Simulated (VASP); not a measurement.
**Ta: single point with r2SCAN**

Ta:

```
Ta
1.0
    -1.64714    1.64714    1.64714
     1.64714   -1.64714    1.64714
     1.64714    1.64714   -1.64714
Ta
1
Direct
  0.00000 0.00000 0.00000
```

```json
{"Program": "VASP 6.6.1", "Task": "single point", "Functional": "r2SCAN", "Potentials or basis": "VASP PAW PBE potentials, release 64 (Ta_pv)", "Cutoff": "520 eV", "k mesh": "18 × 18 × 18", "Occupations": "gaussian, width 0.1 eV", "Spin": "no spin polarisation"}
```

```json
{
 "Pressure": "2.6 GPa",
 "Band gap on the k mesh": "zero (an odd number of electrons rules out a gap without spin polarisation)"
}
```

Levels at points of the mesh, in eV from the Fermi level:
| k point | band 2 | band 3 | band 4 | band 5 | band 6 | band 7 | band 8 | band 9 |
| --- | --- | --- | --- | --- | --- | --- | --- | --- |
| (0.00, 0.00, 0.00) | -34.19 | -34.19 | -8.36 | 0.84 | 0.84 | 0.84 | 4.36 | 4.36 |
| (0.50, 0.00, 0.00) | -34.60 | -34.20 | -4.60 | -1.59 | 1.50 | 4.23 | 5.31 | 8.16 |
| (0.50, 0.50, 0.50) | -35.07 | -35.07 | -4.00 | -4.00 | 7.18 | 7.18 | 7.18 | 9.09 |

Run time: 2.5 min on 1 thread of Intel Xeon 8259CL (shared host), peak memory 0.17 GiB.

Caveat: the PAW data sets were made with another functional, which shifts forces and pressure a little; spin-orbit coupling is left out, which moves the levels of the heavy elements.
